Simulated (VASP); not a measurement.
# HfN (Fm-3m) in VASP: further runs

The runs below take HfN through single point, relaxation of cell and atoms, with LDA.

All numbers are computed with VASP 6.6.1; they aren't measurements. Logs are shortened: lines on timing, memory, paths and dates and some standing lists are left out, and cuts for length are marked.

### 1 The cell of the first run

Symmetry: Fm-3m, No. 225, cubic system. Conventional cell: a = 4.440 Å, b = 4.440 Å, c = 4.440 Å, α = 90.00°, β = 90.00°, γ = 90.00°. Within 2.9 Å of Hf (site symmetry m-3m) lie 6 N at 2.22 Å. N (site symmetry m-3m) has 6 Hf at 2.22 Å within 2.9 Å.

### 2 Single point, LDA

File INCAR:

```
ALGO     = Normal         # electronic algorithm
EDIFF    = 1E-6           # SCF threshold, eV
ENCUT    = 520            # plane-wave cutoff, eV
ISIF     = 2              # what is computed and relaxed
ISMEAR   = -1             # smearing method
LASPH    = True           # aspherical terms in the spheres
LCHARG   = False          # write CHGCAR
LREAL    = False          # projectors in reciprocal space
LWAVE    = False          # write WAVECAR
NBANDS   = 14             # bands
NELM     = 80             # most SCF steps
PREC     = Accurate       # precision mode
SIGMA    = 0.15           # smearing width, eV
```

File KPOINTS:

```
k-points
0
Gamma
  16 16 16
```

File POSCAR:

```
HfN
1.0
    0.0000000000      2.2201622231      2.2201622231
    2.2201622231      0.0000000000      2.2201622231
    2.2201622231      2.2201622231      0.0000000000
Hf N
1 1
Direct
    0.0000000000      0.0000000000      0.0000000000
    0.5000000000      0.5000000000      0.5000000000
```

Potentials or basis: VASP PAW LDA potentials, release 64 (Hf_pv, N).

Command:

```sh
cat potpaw_LDA.64/Hf_pv/POTCAR potpaw_LDA.64/N/POTCAR > POTCAR
mpirun -np 1 vasp_std > vasp.out
```

OUTCAR:

```text
EDIFF = 1E-6
   ENCUT = 520
   ISIF = 2
   ISMEAR = -1
   LASPH = True
   LREAL = False
   NELM = 80
   PREC = Accurate

 ion  position               nearest neighbor table
   1  0.000  0.000  0.000-   2 2.22   2 2.22   2 2.22   2 2.22   2 2.22   2 2.22
   2  0.500  0.500  0.500-   1 2.22   1 2.22   1 2.22   1 2.22   1 2.22   1 2.22

  LATTYP: Found a face centered cubic cell.
 ALAT       =     4.4403244462

  Lattice vectors:

 A1 = (   0.0000000000,   2.2201622231,   2.2201622231)
 A2 = (   2.2201622231,   0.0000000000,   2.2201622231)
 A3 = (   2.2201622231,   2.2201622231,   0.0000000000)

Analysis of symmetry for initial positions (statically):
=====================================================================
 Subroutine PRICEL returns:
 Original cell was already a primitive cell.

 Routine SETGRP: Setting up the symmetry group for a
 face centered cubic supercell.

 Subroutine GETGRP returns: Found 48 space group operations
 (whereof 48 operations were pure point group operations)
 out of a pool of 48 trial point group operations.

The static configuration has the point symmetry O_h .

Analysis of symmetry for dynamics (positions and initial velocities):
=====================================================================
 Subroutine PRICEL returns:
 Original cell was already a primitive cell.

 Routine SETGRP: Setting up the symmetry group for a
 face centered cubic supercell.

 Subroutine GETGRP returns: Found 48 space group operations
 (whereof 48 operations were pure point group operations)
 out of a pool of 48 trial point group operations.

The dynamic configuration has the point symmetry O_h .

 Subroutine INISYM returns: Found 48 space group operations
 (whereof 48 operations are pure point group operations),
 and found     1 'primitive' translations

----------------------------------------------------------------------------------------

                                     Primitive cell

  volume of cell :      21.8869

  direct lattice vectors                    reciprocal lattice vectors
     0.000000000  2.220162223  2.220162223    -0.225208768  0.225208768  0.225208768
     2.220162223  0.000000000  2.220162223     0.225208768 -0.225208768  0.225208768
     2.220162223  2.220162223  0.000000000     0.225208768  0.225208768 -0.225208768

  length of vectors
     3.139783527  3.139783527  3.139783527     0.390073029  0.390073029  0.390073029

  position of ions in fractional coordinates (direct lattice)
     0.000000000  0.000000000  0.000000000
     0.500000000  0.500000000  0.500000000

  ion indices of the primitive-cell ions
   primitive index   ion index
                 1           1
                 2           2

----------------------------------------------------------------------------------------

 KPOINTS: k-points

Automatic generation of k-mesh.
 Grid dimensions read from file:
 generate k-points for:   16   16   16

 Generating k-lattice:

  Cartesian coordinates                     Fractional coordinates (reciprocal lattice)
    -0.014075548  0.014075548  0.014075548     0.062500000  0.000000000  0.000000000
     0.014075548 -0.014075548  0.014075548     0.000000000  0.062500000  0.000000000
     0.014075548  0.014075548 -0.014075548     0.000000000  0.000000000  0.062500000

  Length of vectors
     0.024379564  0.024379564  0.024379564

  Shift w.r.t. Gamma in fractional coordinates (k-lattice)
     0.000000000  0.000000000  0.000000000

 Subroutine IBZKPT returns following result:
 ===========================================

 Found    145 irreducible k-points:

 Following reciprocal coordinates:
            Coordinates               Weight
  0.000000  0.000000  0.000000      1.000000
  0.062500  0.000000  0.000000      8.000000
  0.125000  0.000000  0.000000      8.000000
  0.187500  0.000000  0.000000      8.000000
  0.250000  0.000000  0.000000      8.000000
  0.312500  0.000000  0.000000      8.000000
[... 16 lines left out ...]
 -0.125000  0.062500  0.000000     24.000000
 -0.062500  0.062500  0.000000     12.000000
 [... further k-points ...]
   k-points           NKPTS =    145   k-points in BZ     NKDIM =    145   number of bands    NBANDS=     14
   number of dos      NEDOS =    301   number of ions     NIONS =      2
   total plane-waves  NPLWV =  13824
   dimension x,y,z NGX =    24 NGY =   24 NGZ =   24
   dimension x,y,z NGXF=    48 NGYF=   48 NGZF=   48
   ions per type =               1   1
   NGX,Y,Z   is equivalent  to a cutoff of  12.71, 12.71, 12.71 a.u.
   NGXF,Y,Z  is equivalent  to a cutoff of  25.42, 25.42, 25.42 a.u.
 SYSTEM =  unknown system
   PREC   = accura    normal or accurate (medium, high low for compatibility)
   ISTART =      0    job   : 0-new  1-cont  2-samecut
   ICHARG =      2    charge: 1-file 2-atom 10-const
   ISPIN  =      1    spin polarized calculation?
   LNONCOLLINEAR =      F non collinear calculations
   LSORBIT =      F    spin-orbit coupling
   LASPH  =      T    aspherical Exc in radial PAW
   ENCUT  =  520.0 eV  38.22 Ry    6.18 a.u.   5.84  5.84  5.84*2*pi/ulx,y,z
   NELM   =     80;   NELMIN=  2; NELMDL= -5     # of ELM steps
   EDIFF  = 0.1E-05   stopping-criterion for ELM
   LREAL  =      F    real-space projection
   EDIFFG = 0.1E-04   stopping-criterion for IOM
   NSW    =      0    number of steps for IOM
   IBRION =     -1    ionic relax: 0-MD 1-quasi-New 2-CG
   NFREE  =      0    steps in history (QN), initial steepest desc. (CG)
   ISIF   =      2    stress and relaxation
   ISYM   =      2    0-nonsym 1-usesym 2-fastsym
   POTIM  = 0.5000    time-step for ionic-motion
   TEBEG  =    0.0;   TEEND  =   0.0 temperature during run
   PSTRESS=    0.0 pullay stress
   NELECT =      15.0000    total number of electrons
   NUPDOWN=      -1.0000    fix difference up-down
   EMIN   =  10.00;   EMAX   =-10.00  energy-range for DOS
   EFERMI =   0.00;   METHOD = LEGACY
   ISMEAR =    -1;   SIGMA  =   0.15  broadening in eV -4-tet -1-fermi 0-gaus
   EFERMI_NEDOS =   21; number of points for ismear=-14 and -15
   IALGO  =     38    algorithm
   IMIX   =      4    mixing-type and parameters
     AMIX     =   0.40;   BMIX     =  1.00
     AMIX_MAG =   1.60;   BMIX_MAG =  1.00
  volume/ion in A,a.u.               =      10.94        73.85
  Fermi-wavevector in a.u.,A,eV,Ry     =   1.443368  2.727571 28.345187  2.083313
  Thomas-Fermi vector in A             =   2.561784
   LORBIT       =      0    0 simple, 1 ext, 2 COOP (PROOUT), +10 PAW based schemes
   GGA     = CA    functional components
   LHFCALC =     F    Hartree Fock is set to
   AEXX    =    0.0000 exact exchange contribution
   IVDW    =     0    specifies the selected vdW correction
   LEPSILON=     F    determine dielectric tensor
   LRPA    =     F    only Hartree local field effects (RPA)
 non-spin polarized calculation
  energy-cutoff  :      520.00
  volume of cell :       21.89
 maximum number of plane-waves:       609
   NGX = 11   NGY = 11   NGZ = 11

 number of electron      15.0000001 magnetization

 Free energy of the ion-electron system (eV)
  ---------------------------------------------------
  ext. energy  EPLUGINS =         0.00000000
  ---------------------------------------------------
  free energy    TOTEN  =       -23.88665599 eV

  energy without entropy =      -23.84578438  energy(sigma->0) =      -23.86622018

 E-fermi :   8.6734     XC(G=0): -13.2497

 val. band max:        8.6671633401   @ k =  -0.1250   0.0625   0.0000
 cond. band min:       8.6808827148   @ k =   0.3750   0.1250   0.0000
 fundamental gap:      0.0137193747
 Fermi energy:         8.6734223584

 k-point     1 :       0.0000    0.0000    0.0000
  band No.  band energies     occupation
      1     -22.0557      2.00000
      2     -22.0557      2.00000
      3     -22.0557      2.00000
      4      -8.8642      2.00000
      5       5.6663      2.00000
      6       5.6663      2.00000
      7       5.6663      2.00000
      8       8.2522      1.88624
      9       8.2522      1.88624
     10       8.2522      1.88624
     11      10.7118      0.00000
     12      10.7118      0.00000
     13      11.1826      0.00000
     14      18.4467      0.00000

 k-point     2 :       0.0625    0.0000    0.0000
  band No.  band energies     occupation
      1     -22.1066      2.00000
      2     -22.0597      2.00000
      3     -22.0597      2.00000
      4      -8.7599      2.00000
      5       5.2508      2.00000
      6       5.4043      2.00000
      7       5.4043      2.00000
      8       8.3861      1.74332
      9       8.3978      1.72522
     10       8.3978      1.72522
     11      11.0472      0.00000
     12      11.0472      0.00000
     13      11.4593      0.00000
     14      18.7734      0.00000

 k-point     3 :       0.1250    0.0000    0.0000
  band No.  band energies     occupation
      1     -22.2486      2.00000
      2     -22.0711      2.00000
      3     -22.0711      2.00000
      4      -8.4615      2.00000
      5       4.3168      2.00000
      6       4.8061      2.00000
      7       4.8061      2.00000
      8       8.6237      1.16420
      9       8.7769      0.66811
     10       8.7769      0.66811
     11      11.9119      0.00000
     12      11.9119      0.00000
     13      12.1721      0.00000
     14      19.6846      0.00000
[... 324 lines left out ...]
 k-point    23 :      -0.1250    0.0625    0.0000
  band No.  band energies     occupation
      1     -22.3305      2.00000
      2     -22.1139      2.00000
      3     -22.0642      2.00000
      4      -8.2500      2.00000
      5       3.6909      2.00000
      6       4.2946      2.00000
      7       4.7859      2.00000
      8       8.6672      1.02086
      9       8.7451      0.76538
     10       9.5387      0.00623
     11      11.4904      0.00000
     12      12.9501      0.00000
     13      12.9614      0.00000
     14      20.2658      0.00000

 k-point    24 :      -0.0625    0.0625    0.0000
  band No.  band energies     occupation
      1     -22.1770      2.00000
      2     -22.0855      2.00000
      3     -22.0575      2.00000
      4      -8.5933      2.00000
      5       4.6159      2.00000
      6       4.9322      2.00000
      7       5.2818      2.00000
      8       8.4366      1.65808
      9       8.4484      1.63515
     10       8.9232      0.31806
     11      11.0011      0.00000
     12      11.8440      0.00000
     13      12.0390      0.00000
     14      19.2920      0.00000

 [... further k-points ...]
[... 5 lines left out ...]
  --------------------------------------------------------------------------------------
  -------------------------------------------------------------------------------------
  Total        0.6569247      0.6569247      0.6569247      0.0000000      0.0000000     -0.0000000
  in kB       48.0885909     48.0885909     48.0885909      0.0000000      0.0000000     -0.0000000
  external PRESSURE =      48.0885909 kB  Pullay stress =       0.0000000 kB

 VOLUME and BASIS-vectors are now :
 -----------------------------------------------------------------------------
  energy-cutoff  :      520.00
  volume of cell :       21.89
      direct lattice vectors                 reciprocal lattice vectors
     0.000000000  2.220162223  2.220162223    -0.225208768  0.225208768  0.225208768
     2.220162223  0.000000000  2.220162223     0.225208768 -0.225208768  0.225208768
     2.220162223  2.220162223  0.000000000     0.225208768  0.225208768 -0.225208768

 POSITION                                       TOTAL-FORCE (eV/Angst)
 -----------------------------------------------------------------------------------
      0.00000      0.00000      0.00000        -0.000000      0.000000      0.000000
      2.22016      2.22016      2.22016         0.000000     -0.000000     -0.000000
 -----------------------------------------------------------------------------------
    total drift:                                0.000000     -0.000000     -0.000000

  FREE ENERGIE OF THE ION-ELECTRON SYSTEM (eV)
  ---------------------------------------------------
  free  energy   TOTEN  =       -23.8866559926 eV

  energy  without entropy=      -23.8457843763  energy(sigma->0) =      -23.86622018
```

Wall time 26 s (1 thread of AMD EPYC 9R45 (Zen 5), shared host); peak memory 0.13 GiB.

Results:

| Property | Result |
| --- | --- |
| Free energy | -23.8867 eV |
| Pressure | 4.8 GPa |
| Band gap on the k mesh | zero (an odd number of electrons rules out a gap without spin polarisation) |

Caveat: the cell stands under pressure; spin-orbit coupling is left out, which moves the levels of the heavy elements.

### 3 Relaxation of cell and atoms, LDA, target pressure 6 GPa, at which the enthalpy is minimised

This run uses another cell than the first one, of 11.15 Å³/atom.

File INCAR:

```
  PREC = Accurate
  ENCUT = 600
  EDIFF = 1E-6
  ISMEAR = -1
  SIGMA = 0.15
  LREAL = False
  LASPH = True
  NELM = 60
  ALGO = Normal
  ISIF = 3
  LWAVE = False
  LCHARG = False
  GGA = CA
  IBRION = 2
  NSW = 80
  EDIFFG = -0.001
  PSTRESS = 60.0
```

File KPOINTS:

```
regular mesh
0
Gamma
  16 16 16
```

File POSCAR:

```
HfN
1.0
    0.0000000000      2.2343731870      2.2343731870
    2.2343731870      0.0000000000      2.2343731870
    2.2343731870      2.2343731870      0.0000000000
Hf N
1 1
Direct
    0.0000000000      0.0000000000      0.0000000000
    0.5000000000      0.5000000000      0.5000000000
```

Potentials or basis: VASP PAW LDA potentials, release 64 (Hf_pv, N).

Command:

```sh
cat potpaw_LDA.64/Hf_pv/POTCAR potpaw_LDA.64/N/POTCAR > POTCAR
mpirun -np 1 vasp_std > vasp.out
```

Run time: 89 s. Hardware: 1 thread of AMD EPYC 9R45 (Zen 5), shared host; peak memory 0.16 GiB.

Results (log left out):

| Item | Value |
| --- | --- |
| Free energy | -23.8849 eV |
| Relaxed volume | 10.90 Å³/atom |
| Relaxed cell | a = 3.136 Å, b = 3.136 Å, c = 3.136 Å, α = 60.00°, β = 60.00°, γ = 60.00° |
| Space group after relaxing (to 0.1 Å) | Fm-3m (No. 225) |
| Energy change on relaxing (the run minimises the enthalpy) | +3.6 meV/atom |
| Ionic steps | 4 |
| Pressure after relaxing | 6.0 GPa |
| Band gap on the k mesh | zero (an odd number of electrons rules out a gap without spin polarisation) |

Step by step:
```csv
step,energy change (eV),largest force (eV/Å),pressure (GPa),volume (Å³)
1,0.0000,0.0000,-1.24,22.31
2,0.1090,0.0000,24.92,20.72
3,0.0069,0.0000,5.85,21.81
4,0.0073,0.0000,6.01,21.80
```

Final structure:
```xyz
2
Lattice="0.0000 2.2173 2.2173 2.2173 0.0000 2.2173 2.2173 2.2173 0.0000" Properties=species:S:1:pos:R:3 pbc="T T T"
Hf    0.0000    0.0000    0.0000
N     2.2173    2.2173    2.2173
```

Levels at points of the mesh, in eV from the Fermi level:
| k point | band 5 | band 6 | band 7 | band 8 | band 9 | band 10 | band 11 |
| --- | --- | --- | --- | --- | --- | --- | --- |
| (0.00, 0.00, 0.00) | -3.01 | -3.01 | -3.01 | -0.42 | -0.42 | -0.42 | 2.05 |
| (0.50, 0.00, 0.00) | -9.16 | -6.44 | -6.44 | 3.54 | 3.96 | 3.96 | 4.86 |
| (0.50, 0.50, 0.00) | -5.26 | -4.08 | -3.62 | -3.62 | 4.35 | 5.94 | 5.94 |

Caveat: the cell is relaxed towards a set pressure, so the run minimises the enthalpy, not the energy; spin-orbit coupling is left out, which moves the levels of the heavy elements.
